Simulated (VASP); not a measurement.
# LiF (I4/mmm) in VASP: single point with HSE06

Aim: the single point of LiF with HSE06.

Everything below comes from runs of VASP 6.6.1. Logs are shortened: lines on timing, memory, paths and dates and some standing lists are left out, and cuts for length are marked.

### 1 The cell of the first run

It takes space group I4/mmm (No. 139, tetragonal). The conventional cell has a = 2.765 Å, b = 2.765 Å, c = 4.047 Å, α = 90.00°, β = 90.00°, γ = 90.00°. Li (site symmetry 4/mmm) has 6 F at 1.95 to 2.02 Å within 2.6 Å. Within 2.6 Å of F (site symmetry 4/mmm) lie 6 Li at 1.95 to 2.02 Å.

### 2 Single point, HSE06 (epitaxial xy strain -2.0%)

POSCAR

```
LiF
1.0
    0.0000000000      1.9549743028      2.0236966024
    1.9549743028      0.0000000000      2.0236966024
    1.9549743028      1.9549743028      0.0000000000
Li F
1 1
Direct
    0.0000000000      0.0000000000      0.0000000000
    0.5000000000      0.5000000000      0.5000000000
```

INCAR.step1

```
SYSTEM = LiF
ALGO = Normal
EDIFF = 1E-5
ENCUT = 520
GGA = PE
ISIF = 2
ISMEAR = 0
LASPH = .True.
LCHARG = .False.
LREAL = .False.
LWAVE = .True.
NBANDS = 12
NELM = 80
PREC = Accurate
SIGMA = 0.01
```

INCAR.step2

```
SYSTEM = LiF
ALGO = Normal
EDIFF = 1E-7
ENCUT = 520
GGA = PE
HFSCREEN = 0.2079
ISIF = 2
ISMEAR = 0
ISTART = 1
LASPH = .True.
LCHARG = .False.
LHFCALC = .True.
LREAL = .False.
LWAVE = .False.
NBANDS = 12
NELM = 80
PREC = Accurate
PRECFOCK = Normal
SIGMA = 0.01
```

KPOINTS

```
k-points
0
Gamma
  8 8 8
  0 0 0
```

Potentials or basis: VASP PAW PBE potentials, release 64 (Li_sv, F).

The run is started by

```sh
cat potpaw_PBE.64/Li_sv/POTCAR potpaw_PBE.64/F/POTCAR > POTCAR
cp INCAR.step1 INCAR
mpirun -np 1 vasp_std > vasp.out
cp INCAR.step2 INCAR
mpirun -np 1 vasp_std > vasp.out
```

OUTCAR:

```text
SYSTEM = LiF
   EDIFF = 1E-7
   ENCUT = 520
   GGA = PE
   HFSCREEN = 0.2079
   ISIF = 2
   ISMEAR = 0
   ISTART = 1
   LASPH = .True.
   LHFCALC = .True.
   LREAL = .False.
   NELM = 80
   PREC = Accurate
   PRECFOCK = Normal

 ion  position               nearest neighbor table
   1  0.000  0.000  0.000-   2 1.95   2 1.95   2 1.95   2 1.95   2 2.02   2 2.02
   2  0.500  0.500  0.500-   1 1.95   1 1.95   1 1.95   1 1.95   1 2.02   1 2.02

  LATTYP: Found a body centered tetragonal cell.
 ALAT       =     2.7647511731
 C/A-ratio  =     1.4639267519

  Lattice vectors:

 A1 = (  -1.9549743028,   0.0000000000,   2.0236966024)
 A2 = (   1.9549743028,   0.0000000000,   2.0236966024)
 A3 = (   0.0000000000,   1.9549743028,  -2.0236966024)

Analysis of symmetry for initial positions (statically):
=====================================================================
 Subroutine PRICEL returns:
 Original cell was already a primitive cell.

 Routine SETGRP: Setting up the symmetry group for a
 body centered tetragonal supercell.

 Subroutine GETGRP returns: Found 16 space group operations
 (whereof 16 operations were pure point group operations)
 out of a pool of 16 trial point group operations.

The static configuration has the point symmetry D_4h.

Analysis of symmetry for dynamics (positions and initial velocities):
=====================================================================
 Subroutine PRICEL returns:
 Original cell was already a primitive cell.

 Routine SETGRP: Setting up the symmetry group for a
 body centered tetragonal supercell.

 Subroutine GETGRP returns: Found 16 space group operations
 (whereof 16 operations were pure point group operations)
 out of a pool of 16 trial point group operations.

The dynamic configuration has the point symmetry D_4h.

 Subroutine INISYM returns: Found 16 space group operations
 (whereof 16 operations are pure point group operations),
 and found     1 'primitive' translations

----------------------------------------------------------------------------------------

                                     Primitive cell

  volume of cell :      15.4688

  direct lattice vectors                    reciprocal lattice vectors
     0.000000000  1.954974303  2.023696602    -0.255757837  0.255757837  0.247072609
     1.954974303  0.000000000  2.023696602     0.255757837 -0.255757837  0.247072609
     1.954974303  1.954974303  0.000000000     0.255757837  0.255757837 -0.247072609

  length of vectors
     2.813764820  2.813764820  2.764751173     0.438028557  0.438028557  0.438028557

  position of ions in fractional coordinates (direct lattice)
     0.000000000  0.000000000  0.000000000
     0.500000000  0.500000000  0.500000000

  ion indices of the primitive-cell ions
   primitive index   ion index
                 1           1
                 2           2

----------------------------------------------------------------------------------------

 KPOINTS: k-points

Automatic generation of k-mesh.
 Grid dimensions read from file:
 generate k-points for:    8    8    8

 Generating k-lattice:

  Cartesian coordinates                     Fractional coordinates (reciprocal lattice)
    -0.031969730  0.031969730  0.030884076     0.125000000  0.000000000  0.000000000
     0.031969730 -0.031969730  0.030884076     0.000000000  0.125000000  0.000000000
     0.031969730  0.031969730 -0.030884076     0.000000000  0.000000000  0.125000000

  Length of vectors
     0.054753570  0.054753570  0.054753570

  Shift w.r.t. Gamma in fractional coordinates (k-lattice)
     0.000000000  0.000000000  0.000000000

 Subroutine IBZKPT returns following result:
 ===========================================

 Found     59 irreducible k-points:

 Following reciprocal coordinates:
            Coordinates               Weight
  0.000000  0.000000  0.000000      1.000000
  0.125000 -0.000000  0.000000      8.000000
  0.250000 -0.000000  0.000000      8.000000
  0.375000 -0.000000  0.000000      8.000000
  0.500000 -0.000000  0.000000      4.000000
  0.125000  0.125000  0.000000      2.000000
[... 16 lines left out ...]
  0.250000 -0.000000  0.125000     16.000000
  0.375000 -0.000000  0.125000     16.000000
 [... further k-points ...]
   k-points           NKPTS =     59   k-points in BZ     NKDIM =    512   number of bands    NBANDS=     12
   number of dos      NEDOS =    301   number of ions     NIONS =      2
   total plane-waves  NPLWV =  13824
   dimension x,y,z NGX =    24 NGY =   24 NGZ =   24
   dimension x,y,z NGXF=    48 NGYF=   48 NGZF=   48
   ions per type =               1   1
   NGX,Y,Z   is equivalent  to a cutoff of  14.18, 14.18, 14.43 a.u.
   NGXF,Y,Z  is equivalent  to a cutoff of  28.36, 28.36, 28.86 a.u.
 SYSTEM =  LiF
   PREC   = accura    normal or accurate (medium, high low for compatibility)
   ISTART =      1    job   : 0-new  1-cont  2-samecut
   ICHARG =      0    charge: 1-file 2-atom 10-const
   ISPIN  =      1    spin polarized calculation?
   LNONCOLLINEAR =      F non collinear calculations
   LSORBIT =      F    spin-orbit coupling
   LASPH  =      T    aspherical Exc in radial PAW
   ENCUT  =  520.0 eV  38.22 Ry    6.18 a.u.   5.23  5.23  5.14*2*pi/ulx,y,z
   NELM   =     80;   NELMIN=  2; NELMDL=  0     # of ELM steps
   EDIFF  = 0.1E-06   stopping-criterion for ELM
   LREAL  =      F    real-space projection
   EDIFFG = 0.1E-05   stopping-criterion for IOM
   NSW    =      0    number of steps for IOM
   IBRION =     -1    ionic relax: 0-MD 1-quasi-New 2-CG
   NFREE  =      0    steps in history (QN), initial steepest desc. (CG)
   ISIF   =      2    stress and relaxation
   ISYM   =      3    0-nonsym 1-usesym 2-fastsym
   POTIM  = 0.5000    time-step for ionic-motion
   TEBEG  =    0.0;   TEEND  =   0.0 temperature during run
   PSTRESS=    0.0 pullay stress
   NELECT =      10.0000    total number of electrons
   NUPDOWN=      -1.0000    fix difference up-down
   EMIN   =  10.00;   EMAX   =-10.00  energy-range for DOS
   EFERMI =   0.00;   METHOD = LEGACY
   ISMEAR =     0;   SIGMA  =   0.01  broadening in eV -4-tet -1-fermi 0-gaus
   EFERMI_NEDOS =   21; number of points for ismear=-14 and -15
   IALGO  =     38    algorithm
   IMIX   =      1    mixing-type and parameters
     AMIX     =   0.40;   BMIX     =  1.00
     AMIX_MAG =   1.60;   BMIX_MAG =  1.00
  volume/ion in A,a.u.               =       7.73        52.19
  Fermi-wavevector in a.u.,A,eV,Ry     =   1.415541  2.674984 27.262744  2.003755
  Thomas-Fermi vector in A             =   2.536968
   LORBIT       =      0    0 simple, 1 ext, 2 COOP (PROOUT), +10 PAW based schemes
   GGA     = PE    functional components
   LHFCALC =     T    Hartree Fock is set to
   PRECFOCK=normal    Normal, Fast or Accurate (Low or Medium for compatibility)
   ENCUT4O =  -1.0   cutoff for four orbital integrals eV
   NKREDX  =     1    reduce k-point grid by
   NKREDY  =     1    reduce k-point grid by
   NKREDZ  =     1    reduce k-point grid by
   AEXX    =    0.2500 exact exchange contribution
   HFSCREEN=    0.2079 screening length (either q_TF or 0.3 A-1)
   HFSCREENC=   0.2079 screening length for correlation (either q_TF or 0.3 A-1)
   ENCUTFOCK=  -1.0 apply spherical cutoff to Coloumb kernel
   IVDW    =     0    specifies the selected vdW correction
   LEPSILON=     F    determine dielectric tensor
   LRPA    =     F    only Hartree local field effects (RPA)
 non-spin polarized calculation
 Gauss-broadening in eV      SIGMA  =   0.01
  energy-cutoff  :      520.00
  volume of cell :       15.47
 maximum number of plane-waves:       425
 NGX is ok and might be reduce to    24
  NGX = 16; NGY = 16; NGZ = 16

 number of electron       9.9999999 magnetization

 Free energy of the ion-electron system (eV)
  ---------------------------------------------------
  ext. energy  EPLUGINS =         0.00000000
  ---------------------------------------------------
  free energy    TOTEN  =       -11.37565452 eV

  energy without entropy =      -11.37565452  energy(sigma->0) =      -11.37565452

 E-fermi :  -2.2016     XC(G=0):  -8.3753

 val. band max:       -2.3481060579   @ k =   0.0000   0.0000   0.0000
 cond. band min:       9.5166109950   @ k =   0.0000   0.0000   0.0000
 fundamental gap:     11.8647170528
 Fermi energy:        -2.2016395659

 k-point     1 :       0.0000    0.0000    0.0000
  band No.  band energies     occupation
      1     -45.2489      2.00000
      2     -24.1373      2.00000
      3      -2.4344      2.00000
      4      -2.4344      2.00000
      5      -2.3481      2.00000
      6       9.5166      0.00000
      7      24.3837      0.00000
      8      24.8226      0.00000
      9      25.1225      0.00000
     10      25.1225      0.00000
     11      25.2643      0.00000
     12      25.2644      0.00000

 k-point     2 :       0.1250   -0.0000    0.0000
  band No.  band energies     occupation
      1     -45.2378      2.00000
      2     -24.0692      2.00000
      3      -2.8880      2.00000
      4      -2.4649      2.00000
      5      -2.4249      2.00000
      6       9.9675      0.00000
      7      21.2133      0.00000
      8      22.8451      0.00000
      9      23.4512      0.00000
     10      26.2933      0.00000
     11      26.5864      0.00000
     12      26.6634      0.00000

 k-point     3 :       0.2500   -0.0000    0.0000
  band No.  band energies     occupation
      1     -45.2108      2.00000
      2     -23.8982      2.00000
      3      -3.9320      2.00000
      4      -2.5486      2.00000
      5      -2.5360      2.00000
      6      10.7727      0.00000
      7      18.5790      0.00000
      8      20.9176      0.00000
      9      21.5727      0.00000
     10      27.9470      0.00000
     11      28.5057      0.00000
     12      28.5194      0.00000

 k-point     4 :       0.3750   -0.0000    0.0000
  band No.  band energies     occupation
      1     -45.1840      2.00000
      2     -23.7177      2.00000
      3      -4.8731      2.00000
      4      -2.6656      2.00000
      5      -2.6037      2.00000
      6      11.0645      0.00000
      7      17.7094      0.00000
      8      19.6026      0.00000
      9      20.2493      0.00000
     10      30.0369      0.00000
     11      30.9196      0.00000
     12      31.0635      0.00000

 k-point     5 :       0.5000   -0.0000    0.0000
  band No.  band energies     occupation
      1     -45.1728      2.00000
      2     -23.6396      2.00000
      3      -5.2415      2.00000
      4      -2.7127      2.00000
      5      -2.6308      2.00000
      6      11.0170      0.00000
      7      17.6961      0.00000
      8      19.1418      0.00000
      9      19.7825      0.00000
     10      31.5856      0.00000
     11      32.3810      0.00000
     12      32.7298      0.00000
[... 228 lines left out ...]
      1     -45.1592      2.00000
      2     -23.3573      2.00000
      3      -5.7974      2.00000
      4      -3.4693      2.00000
      5      -3.4693      2.00000
      6      15.1250      0.00000
      7      16.9851      0.00000
      8      18.3006      0.00000
      9      21.5851      0.00000
     10      21.5852      0.00000
     11      34.9617      0.00000
     12      40.0636      0.00000

 k-point    22 :       0.1250    0.0000    0.1250
  band No.  band energies     occupation
      1     -45.2335      2.00000
      2     -24.0436      2.00000
      3      -2.8511      2.00000
      4      -2.6298      2.00000
      5      -2.5151      2.00000
      6      10.1911      0.00000
      7      21.9950      0.00000
      8      22.1862      0.00000
      9      22.6355      0.00000
     10      23.1021      0.00000
     11      28.8469      0.00000
     12      29.0127      0.00000

 k-point    23 :       0.2500   -0.0000    0.1250
  band No.  band energies     occupation
      1     -45.2118      2.00000
      2     -23.8988      2.00000
      3      -3.6687      2.00000
      4      -2.7593      2.00000
      5      -2.6540      2.00000
      6      11.0609      0.00000
      7      18.9279      0.00000
      8      21.2861      0.00000
      9      21.5587      0.00000
     10      23.8941      0.00000
     11      30.6278      0.00000
     12      30.7311      0.00000

 k-point    24 :       0.3750   -0.0000    0.1250
  band No.  band energies     occupation
      1     -45.1852      2.00000
      2     -23.7112      2.00000
      3      -4.6171      2.00000
      4      -2.8621      2.00000
      5      -2.8390      2.00000
      6      11.7039      0.00000
      7      17.3754      0.00000
      8      20.1042      0.00000
      9      20.4477      0.00000
     10      26.1778      0.00000
     11      32.2778      0.00000
     12      32.4571      0.00000

 [... further k-points ...]

------------------------ aborting loop because EDIFF is reached ----------------------------------------

  FORCE on cell =-STRESS in cart. coord.  units (eV):
  Direction    XX          YY          ZZ          XY          YZ          ZX
  --------------------------------------------------------------------------------------
  -------------------------------------------------------------------------------------
  Total        0.4453986      0.4453986      0.1249244      0.0000000      0.0000000      0.0000000
  in kB       46.1319572     46.1319572     12.9389883      0.0000000      0.0000000      0.0000000
  external PRESSURE =      35.0676342 kB  Pullay stress =       0.0000000 kB

 VOLUME and BASIS-vectors are now :
 -----------------------------------------------------------------------------
  energy-cutoff  :      520.00
  volume of cell :       15.47
      direct lattice vectors                 reciprocal lattice vectors
     0.000000000  1.954974303  2.023696602    -0.255757837  0.255757837  0.247072609
     1.954974303  0.000000000  2.023696602     0.255757837 -0.255757837  0.247072609
     1.954974303  1.954974303  0.000000000     0.255757837  0.255757837 -0.247072609

 POSITION                                       TOTAL-FORCE (eV/Angst)
 -----------------------------------------------------------------------------------
      0.00000      0.00000      0.00000         0.000000      0.000000      0.000000
      1.95497      1.95497      2.02370         0.000000      0.000000     -0.000000
 -----------------------------------------------------------------------------------
    total drift:                                0.000000      0.000000      0.000001

  FREE ENERGIE OF THE ION-ELECTRON SYSTEM (eV)
  ---------------------------------------------------
  free  energy   TOTEN  =       -11.3756545186 eV

  energy  without entropy=      -11.3756545186  energy(sigma->0) =      -11.37565452
```

Wall time 23 min (1 thread of Intel Xeon Platinum 8375C at 2.90GHz (Ice Lake), shared host); peak memory 0.25 GiB.

Results:

```yaml
Free_energy: -11.3757 eV
Band_gap_on_the_k_mesh: 11.86 eV
```

Caveat: the cell differs from its parent crystal (epitaxial xy strain -2.0%); the cutoff is under 1.25 times the usual one of these potentials, so pressure, stress and relaxed cells hold a basis-set (Pulay) error; the PAW data sets were made with another functional, which shifts forces and pressure a little. A k mesh can miss the band edges.
